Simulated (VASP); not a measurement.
# C19O in VASP: further runs, part 2 of 2

VASP 6.6.1.

### Step 4. Single point, PBE

INCAR reads:

```
SYSTEM = C19O
PREC = Accurate
ENCUT = 520
EDIFF = 1E-6
ISMEAR = 0
SIGMA = 0.02
LREAL = Auto
LASPH = .TRUE.
NELM = 80
ALGO = Normal
ISIF = 2
LWAVE = .FALSE.
LCHARG = .FALSE.
GGA = PE
NBANDS = 57
```

KPOINTS reads:

```
Automatic mesh
0
G
  2 2 1
  0 0 0
```

POSCAR reads:

```
C19O
1.0
    7.3980000000      0.0000000000      0.0000000000
   -3.6990000000      6.4068560000      0.0000000000
    0.0000000000      0.0000000000     12.0000000000
C O
19 1
Direct
    0.0126109414      0.0173743565      0.0609950833
    0.2375686219      0.1298523020      0.0609971667
    0.0146741163      0.3527532069      0.0609785833
    0.2355103889      0.4631856873      0.0610010833
    0.0146604132      0.6840383177      0.0609674167
    0.2355254102      0.7944576872      0.0609626667
    0.3479927227      0.0193960969      0.0609902500
    0.5688082775      0.1298139056      0.0609995000
    0.3479709568      0.3506829247      0.0610027500
    0.5688627175      0.4611436561      0.0610018333
    0.3459341311      0.6840675052      0.0609843333
    0.5708788888      0.7965220383      0.0609975000
    0.6812880752      0.0173368966      0.0609990833
    0.9021856173      0.1277840488      0.0609825833
    0.6792649351      0.3507128926      0.0609890000
    0.9042324197      0.4632161235      0.0609777500
    0.6813417709      0.6861009519      0.0609941667
    0.9021651551      0.7964903535      0.0609855833
    0.0621126545      0.4914259038      0.3621128333
   -0.0402674133      0.3345360033      0.4035525833
```

Potentials or basis: VASP PAW PBE potentials, release 64 (C, O).

Started as:

```console
cat potpaw_PBE.64/C/POTCAR potpaw_PBE.64/O/POTCAR > POTCAR
mpirun -np 1 vasp_std > vasp.out
```

OUTCAR:

```text
SYSTEM = C19O
   PREC = Accurate
   ENCUT = 520
   EDIFF = 1E-6
   ISMEAR = 0
   LREAL = Auto
   LASPH = .TRUE.
   NELM = 80
   ISIF = 2
   GGA = PE

 ion  position               nearest neighbor table
   1  0.013  0.017  0.061-  14 1.41  18 1.42   2 1.44
   2  0.238  0.130  0.061-   9 1.41   7 1.42   1 1.44
   3  0.015  0.353  0.061-   4 1.41  16 1.42  14 1.44
   4  0.236  0.463  0.061-   3 1.41  11 1.42   9 1.44
   5  0.015  0.684  0.061-  16 1.41   6 1.42  18 1.44
   6  0.236  0.794  0.061-  11 1.41   5 1.42   7 1.44
[... 10 lines left out ...]
  17  0.681  0.686  0.061-  18 1.41  12 1.42  10 1.44
  18  0.902  0.796  0.061-  17 1.41   1 1.42   5 1.44
  19  0.062  0.491  0.362-  20 1.14
  20  0.960  0.335  0.404-  19 1.14

  LATTYP: Found a hexagonal cell.
 ALAT       =     7.3980000000
 C/A-ratio  =     1.6220600162

  Lattice vectors:

 A1 = (   7.3980000000,   0.0000000000,   0.0000000000)
 A2 = (  -3.6990000000,   6.4068560000,   0.0000000000)
 A3 = (   0.0000000000,   0.0000000000,  12.0000000000)

Analysis of symmetry for initial positions (statically):
[... 193 lines left out ...]
 fundamental gap:      0.2192200647
 Fermi energy:        -1.4703517998

 k-point     1 :       0.0000    0.0000    0.0000
  band No.  band energies     occupation
      1     -26.5801      2.00000
      2     -20.9865      2.00000
      3     -18.4885      2.00000
      4     -18.4871      2.00000
      5     -18.3613      2.00000
      6     -18.3594      2.00000
[... 213 lines left out ...]
     52       3.8678      0.00000
     53       4.0040      0.00000
 [bands above 53 left out]

------------------------ aborting loop because EDIFF is reached ----------------------------------------

  FORCE on cell =-STRESS in cart. coord.  units (eV):
  Direction    XX          YY          ZZ          XY          YZ          ZX
  --------------------------------------------------------------------------------------
  -------------------------------------------------------------------------------------
  Total        1.6329910      2.4246067      0.0969271      0.1441793     -0.4066476     -0.0657669
  in kB        4.5999577      6.8298528      0.2730331      0.4061373     -1.1454820     -0.1852581
  external PRESSURE =       3.9009479 kB  Pullay stress =       0.0000000 kB

 VOLUME and BASIS-vectors are now :
 -----------------------------------------------------------------------------
  energy-cutoff  :      520.00
  volume of cell :      568.78
      direct lattice vectors                 reciprocal lattice vectors
     7.398000000  0.000000000  0.000000000     0.135171668  0.078041398  0.000000000
    -3.699000000  6.406856000  0.000000000     0.000000000  0.156082796  0.000000000
     0.000000000  0.000000000 12.000000000     0.000000000  0.000000000  0.083333333

 POSITION                                       TOTAL-FORCE (eV/Angst)
 -----------------------------------------------------------------------------------
      0.02903      0.11132      0.73194         0.009167      0.003284      0.000595
      1.27721      0.83195      0.73197        -0.007933     -0.007134     -0.001691
     -1.19627      2.26004      0.73174        -0.003143     -0.000341      0.000383
      0.02898      2.96756      0.73201         0.000396      0.001021      0.000360
     -2.42180      4.38253      0.73161         0.005099      0.006200     -0.000222
     -1.19628      5.08998      0.73155        -0.005459     -0.000858     -0.000930
[... 12 lines left out ...]
     -1.35828      3.14850      4.34535         0.144641      0.832132     -0.407119
      5.86265      2.14332      4.84263        -0.145169     -0.829804      0.414217
 -----------------------------------------------------------------------------------
    total drift:                                0.001335     -0.002113      0.005558

  FREE ENERGIE OF THE ION-ELECTRON SYSTEM (eV)
  ---------------------------------------------------
  free  energy   TOTEN  =      -180.4175144686 eV

  energy  without entropy=     -180.4175144686  energy(sigma->0) =     -180.41751447
```

OSZICAR:

```text
N       E                     dE             d eps       ncg     rms          rms(c)
DAV:   1     0.652077676149E+03    0.65208E+03   -0.33638E+04   464   0.115E+03
DAV:   2    -0.919826102212E+02   -0.74406E+03   -0.71536E+03   654   0.276E+02
DAV:   3    -0.190012385106E+03   -0.98030E+02   -0.97386E+02   551   0.105E+02
[... 15 lines left out ...]
DAV:  19    -0.180417503208E+03   -0.18344E-04   -0.16802E-06   424   0.341E-03    0.535E-04
DAV:  20    -0.180417509894E+03   -0.66858E-05   -0.40299E-07   360   0.171E-03    0.443E-04
DAV:  21    -0.180417513093E+03   -0.31988E-05   -0.38482E-07   328   0.132E-03    0.332E-04
DAV:  22    -0.180417514208E+03   -0.11151E-05   -0.10565E-07   344   0.808E-04    0.150E-04
DAV:  23    -0.180417514469E+03   -0.26099E-06   -0.36691E-08   376   0.509E-04
   1 F= -.18041751E+03 E0= -.18041751E+03  d E =-.180717E-13
```

stdout:

```text
POSCAR found type information on POSCAR C O
 POSCAR found :  2 types and      20 ions
 scaLAPACK will be used
 LDA part: xc-table for (Slater+PW92), standard interpolation
 POSCAR, INCAR and KPOINTS ok, starting setup
 FFT: planning ... GRIDC
 FFT: planning ... GRID_SOFT
 FFT: planning ... GRID
 WAVECAR not read
 entering main loop
```

It took 3 min on 1 thread of Intel Xeon 6975P-C (Granite Rapids), shared host; peak memory 0.57 GiB.

What came out:

- Free energy: -180.4175 eV
- Largest force: 0.939 eV/Å
- Band gap on the k mesh: 0.22 eV

Forces on the atoms (eV/Å):
```
C    0.009  0.003  0.001
C   -0.008 -0.007 -0.002
C   -0.003  0.000  0.000
C    0.000  0.001  0.000
C    0.005  0.006  0.000
C   -0.005 -0.001 -0.001
C   -0.001 -0.014 -0.002
C    0.007 -0.003  0.000
C    0.003  0.000 -0.001
C   -0.001  0.007 -0.002
C   -0.006  0.004  0.001
C   -0.009 -0.001 -0.001
C   -0.006  0.005 -0.003
C    0.000 -0.002  0.000
C    0.004  0.004  0.000
C    0.000  0.007  0.002
C    0.000 -0.008  0.000
C    0.012 -0.004  0.000
C    0.145  0.832 -0.407
O   -0.145 -0.830  0.414
```

Levels at points of the mesh, in eV from the valence-band top:
| k point | band 39 | band 40 | band 41 | band 42 | band 43 | band 44 |
| --- | --- | --- | --- | --- | --- | --- |
| (0.00, 0.00, 0.00) | -2.93 | 0.00 | 0.00 | 0.22 | 0.22 | 2.28 |
| (0.50, 0.00, 0.00) | -2.52 | -2.52 | -2.25 | 1.78 | 2.24 | 2.29 |
| (0.00, 0.50, 0.00) | -2.52 | -2.52 | -2.25 | 1.78 | 2.28 | 2.30 |
| (0.50, 0.50, 0.00) | -2.52 | -2.52 | -2.25 | 1.78 | 2.25 | 2.29 |

Caveat: the k points lie up to 0.49 Å⁻¹ apart.

### Step 5. Single point, PBE

INCAR reads:

```
SYSTEM = C19O
PREC = Accurate
ENCUT = 520
EDIFF = 1E-6
ISMEAR = 0
SIGMA = 0.02
LREAL = Auto
LASPH = .True.
NELM = 100
ALGO = Normal
ISIF = 2
LWAVE = .False.
LCHARG = .False.
GGA = PE
NBANDS = 57
```

KPOINTS reads:

```
regular mesh
0
Gamma
  2 2 1
  0 0 0
```

POSCAR reads:

```
C19O
1.0
    7.3980000000      0.0000000000      0.0000000000
   -3.6990000000      6.4068560000      0.0000000000
    0.0000000000      0.0000000000     12.0000000000
C O
19 1
Direct
    0.0209383284      0.0219307255      0.0626927500
    0.2445551148      0.1337439143      0.0627667500
    0.0210053448      0.3572942798      0.0622619167
    0.2445225921      0.4690632972      0.0625844167
    0.0229851775      0.6905834937      0.0624050833
    0.2424907095      0.8003090752      0.0626555833
    0.3543161352      0.0239455983      0.0628240000
    0.5778260511      0.1357121184      0.0627843333
    0.3563211229      0.3572561956      0.0627569167
    0.5758385139      0.4670387472      0.0627470833
    0.3542591017      0.6885706499      0.0627690833
    0.5778745957      0.8003615190      0.0628837500
    0.6896498586      0.0238898767      0.0627806667
    0.9091983141      0.1336750818      0.0625546667
    0.6875960915      0.3552700420      0.0625840833
    0.9112490405      0.4671085163      0.0622600000
    0.6876405466      0.6906246995      0.0627676667
    0.9111579619      0.8023699924      0.0626338333
   -0.0110104913      0.4779373846      0.3459725833
   -0.0486463903      0.3129161948      0.3665922500
```

Potentials or basis: VASP PAW PBE potentials, release 64 (C, O).

Started as:

```console
cat potpaw_PBE.64/C/POTCAR potpaw_PBE.64/O/POTCAR > POTCAR
mpirun -np 1 vasp_std > vasp.out
```

OUTCAR:

```text
SYSTEM = C19O
   PREC = Accurate
   ENCUT = 520
   EDIFF = 1E-6
   ISMEAR = 0
   LREAL = Auto
   LASPH = .True.
   NELM = 100
   ISIF = 2
   GGA = PE

 ion  position               nearest neighbor table
   1  0.021  0.022  0.063-  18 1.41  14 1.43   2 1.43
   2  0.245  0.134  0.063-   7 1.41   9 1.43   1 1.43
   3  0.021  0.357  0.062-  16 1.41   4 1.43  14 1.43
   4  0.245  0.469  0.063-  11 1.41   3 1.43   9 1.43
   5  0.023  0.691  0.062-   6 1.41  16 1.43  18 1.43
   6  0.242  0.800  0.063-   5 1.41  11 1.43   7 1.43
[... 10 lines left out ...]
  17  0.688  0.691  0.063-  12 1.41  18 1.43  10 1.43
  18  0.911  0.802  0.063-   1 1.41  17 1.43   5 1.43
  19  0.989  0.478  0.346-  20 1.14
  20  0.951  0.313  0.367-  19 1.14

  LATTYP: Found a hexagonal cell.
 ALAT       =     7.3980000000
 C/A-ratio  =     1.6220600162

  Lattice vectors:

 A1 = (   7.3980000000,   0.0000000000,   0.0000000000)
 A2 = (  -3.6990000000,   6.4068560000,   0.0000000000)
 A3 = (   0.0000000000,   0.0000000000,  12.0000000000)

Analysis of symmetry for initial positions (statically):
[... 193 lines left out ...]
 fundamental gap:      0.2127254465
 Fermi energy:        -1.4658727031

 k-point     1 :       0.0000    0.0000    0.0000
  band No.  band energies     occupation
      1     -26.5524      2.00000
      2     -21.0051      2.00000
      3     -18.4664      2.00000
      4     -18.4641      2.00000
      5     -18.4618      2.00000
      6     -18.4559      2.00000
[... 213 lines left out ...]
     52       3.8330      0.00000
     53       4.1216      0.00000
 [bands above 53 left out]

------------------------ aborting loop because EDIFF is reached ----------------------------------------

  FORCE on cell =-STRESS in cart. coord.  units (eV):
  Direction    XX          YY          ZZ          XY          YZ          ZX
  --------------------------------------------------------------------------------------
  -------------------------------------------------------------------------------------
  Total        1.6599408      2.4762816      0.0587908     -0.2855048     -0.2195391      0.0800036
  in kB        4.6758723      6.9754155      0.1656073     -0.8042359     -0.6184177      0.2253613
  external PRESSURE =       3.9389650 kB  Pullay stress =       0.0000000 kB

 VOLUME and BASIS-vectors are now :
 -----------------------------------------------------------------------------
  energy-cutoff  :      520.00
  volume of cell :      568.78
      direct lattice vectors                 reciprocal lattice vectors
     7.398000000  0.000000000  0.000000000     0.135171668  0.078041398  0.000000000
    -3.699000000  6.406856000  0.000000000     0.000000000  0.156082796  0.000000000
     0.000000000  0.000000000 12.000000000     0.000000000  0.000000000  0.083333333

 POSITION                                       TOTAL-FORCE (eV/Angst)
 -----------------------------------------------------------------------------------
      0.07378      0.14051      0.75231         0.006994     -0.013718     -0.003629
      1.31450      0.85688      0.75320         0.000464      0.000030     -0.004892
     -1.16623      2.28913      0.74714        -0.001533     -0.010033     -0.002509
      0.07391      3.00522      0.75101        -0.005621     -0.011174     -0.002638
     -2.38442      4.42447      0.74886        -0.013880      0.009160      0.000918
     -1.16640      5.12747      0.75187         0.001447      0.015578      0.001449
[... 12 lines left out ...]
      5.54865      3.06208      4.15167        -0.271501      0.871199     -0.179947
      5.88064      2.00481      4.39911         0.272368     -0.877307      0.225288
 -----------------------------------------------------------------------------------
    total drift:                               -0.007122     -0.002500     -0.042121

  FREE ENERGIE OF THE ION-ELECTRON SYSTEM (eV)
  ---------------------------------------------------
  free  energy   TOTEN  =      -180.4087716925 eV

  energy  without entropy=     -180.4087716925  energy(sigma->0) =     -180.40877169
```

Wall time 3 min (1 thread of Intel Xeon 6975P-C (Granite Rapids), shared host); peak memory 0.57 GiB.

Results:

- Free energy: -180.4088 eV
- Largest force: 0.946 eV/Å
- Band gap on the k mesh: 0.21 eV

Forces on the atoms (eV/Å):
```
C    0.007 -0.014 -0.004
C    0.000  0.000 -0.005
C   -0.002 -0.010 -0.003
C   -0.006 -0.011 -0.003
C   -0.014  0.009  0.001
C    0.001  0.016  0.001
C    0.003  0.003 -0.004
C    0.002 -0.005 -0.005
C   -0.001 -0.011  0.000
C    0.013 -0.010 -0.005
C   -0.005  0.020 -0.003
C   -0.004  0.026 -0.006
C   -0.005 -0.005 -0.006
C    0.003 -0.001  0.001
C   -0.006  0.004 -0.001
C   -0.011 -0.004 -0.001
C    0.014  0.002 -0.004
C    0.008 -0.004  0.000
C   -0.272  0.871 -0.180
O    0.272 -0.877  0.225
```

Caveat: the k points lie up to 0.49 Å⁻¹ apart.

### Step 6. Single point, PBE

INCAR reads:

```
SYSTEM = C19O
  ALGO = Normal
  EDIFF = 1E-7
  ENCUT = 520
  GGA = PE
  ISIF = 2
  ISMEAR = 0
  LASPH = .True.
  LCHARG = .True.
  LELF = .True.
  LREAL = Auto
  LVHAR = .True.
  LWAVE = .False.
  NBANDS = 57
  NELM = 60
  PREC = Accurate
  SIGMA = 0.02
```

KPOINTS reads:

```
k-points
0
Gamma
  2 2 1
  0 0 0
```

POSCAR reads:

```
C19O
1.0
    7.3980000000      0.0000000000      0.0000000000
   -3.6990000000      6.4068560000      0.0000000000
    0.0000000000      0.0000000000     12.0000000000
C O
19 1
Direct
    0.0237762706      0.0236804136      0.0656474167
    0.2472468654      0.1354420952      0.0656860000
    0.0237071551      0.3589358025      0.0635480833
    0.2473225084      0.4707820809      0.0651069167
    0.0257406895      0.6924697543      0.0646262500
    0.2452011107      0.8021535056      0.0657642500
    0.3569914610      0.0256679719      0.0662049167
    0.5806357712      0.1374975495      0.0661651667
    0.3590794270      0.3590166534      0.0657675000
    0.5786177592      0.4688273000      0.0660566667
    0.3570758645      0.6903512425      0.0662632500
    0.5805886314      0.8021088659      0.0669482500
    0.6924145047      0.0257046514      0.0663625833
    0.9119836832      0.1354904808      0.0651460000
    0.6903955464      0.3570344019      0.0652548333
    0.9139360519      0.4688126282      0.0637799167
    0.6903859346      0.6923517557      0.0664516667
    0.9140170626      0.8041449660      0.0657435000
   -0.0410397824      0.4740293835      0.3045610000
   -0.0118618359      0.3438110674      0.3319988333
```

Potentials or basis: VASP PAW PBE potentials, release 64 (C, O).

Started as:

```console
cat potpaw_PBE.64/C/POTCAR potpaw_PBE.64/O/POTCAR > POTCAR
mpirun -np 1 vasp_std > vasp.out
```

Wall time 3.3 min (1 thread of Intel Xeon 6975P-C (Granite Rapids), shared host); peak memory 0.57 GiB.

The run converged. Its results:

```
Free energy            : -180.3268 eV
Largest force          : 1.008 eV/Å
Band gap on the k mesh : 0.21 eV
```

Forces in eV/Å, atoms in the order of the input:
```
C    0.004  0.009 -0.004
C   -0.005 -0.005  0.004
C   -0.006 -0.003 -0.026
C    0.007 -0.002 -0.018
C   -0.006 -0.006 -0.026
C    0.001  0.004 -0.018
C    0.006 -0.009 -0.006
C    0.014 -0.005 -0.015
C   -0.010  0.002 -0.009
C    0.003  0.016 -0.014
C    0.009  0.004 -0.024
C   -0.001 -0.002 -0.019
C   -0.012  0.009 -0.023
C   -0.010  0.008 -0.025
C    0.009  0.002 -0.024
C   -0.005 -0.005 -0.059
C    0.000 -0.014 -0.022
C    0.016 -0.002 -0.023
C   -0.615  0.725 -0.008
O    0.600 -0.726  0.358
```

Levels at points of the mesh, in eV from the valence-band top:
```tsv
k point	band 38	band 39	band 40	band 41	band 42	band 43	band 44	band 45
(0.00, 0.00, 0.00)	-2.93	-2.93	-0.02	0.00	0.21	0.22	2.43	2.54
(0.50, 0.00, 0.00)	-2.56	-2.52	-2.50	-2.24	1.75	2.30	2.44	2.60
(0.00, 0.50, 0.00)	-2.55	-2.52	-2.51	-2.25	1.74	2.33	2.39	2.60
(0.50, 0.50, 0.00)	-2.56	-2.52	-2.50	-2.25	1.73	2.35	2.41	2.59
```

Caveat: the k points lie up to 0.49 Å⁻¹ apart.

### Step 7. Overview

```tsv
cell	gap on the mesh (eV)	largest force (eV/Å)
as given, atomic positions A	0.22	0.93
as given, atomic positions B	0.22	0.94
as given, atomic positions C	0.21	0.95
as given, atomic positions D	0.21	1.01
```

Alike in all rows: task single point; level PBE; potentials or basis VASP PAW PBE potentials, release 64 (C, O); no spin polarisation; k mesh 2 × 2 × 1; cutoff (eV) 520; smearing gaussian 0.02 eV.

Caveats: all runs use coarse meshes.

Absolute energies hang on the potentials; compare differences alone.
